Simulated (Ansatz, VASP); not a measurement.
# Two plane-wave programs on SiC

```
Si C
1.0
     3.07520    0.00000    0.00769
    -1.53760    2.66320   -0.00384
     0.01262    0.00000    5.04817
Si C
2 2
Direct
  0.33333 0.66667 0.00460
  0.66667 0.33333 0.50460
  0.33333 0.66667 0.38040
  0.66667 0.33333 0.88040
```

Change from the starting cell: strain +0.0050 x Voigt [0, 0, 0, 0, 1, 0], atoms carried along.

Alike in both runs: task single point; functional r2SCAN; k mesh 12 × 12 × 6; occupations gaussian, width 0.05 eV; no spin polarisation.

|  | VASP | Ansatz |
| --- | --- | --- |
| version | VASP 6.6.1 | Ansatz 0.2.0 |
| potentials or method | VASP PAW PBE potentials, release 64 (Si, C), cutoff 520 eV | scalar-relativistic, plane waves, PAW |
| valence electrons in the cell | 16 | 16 |

Ansatz gave:

| Item | Value |
| --- | --- |
| gap on the k mesh at the Fermi level (eV) | 2.65 |
| least direct gap on the mesh (eV) | 4.48 |
| pressure (GPa) | 0.0 |
| traceless stress, the component that is largest in VASP (GPa) | -0.88 |
| rms of the force components (eV/Å) | 0.016 |

Problem. Estimate VASP's values.

Solution. gap on the k mesh at the Fermi level (eV): 2.66; least direct gap on the mesh (eV): 4.48; pressure (GPa): -0.2; traceless stress, the component that is largest in VASP (GPa): -0.89; rms of the force components (eV/Å): 0.016.

VASP's potentials were made for PBE, not for r2SCAN. Atom by atom the forces differ by 0.000 eV/Å (rms over components).
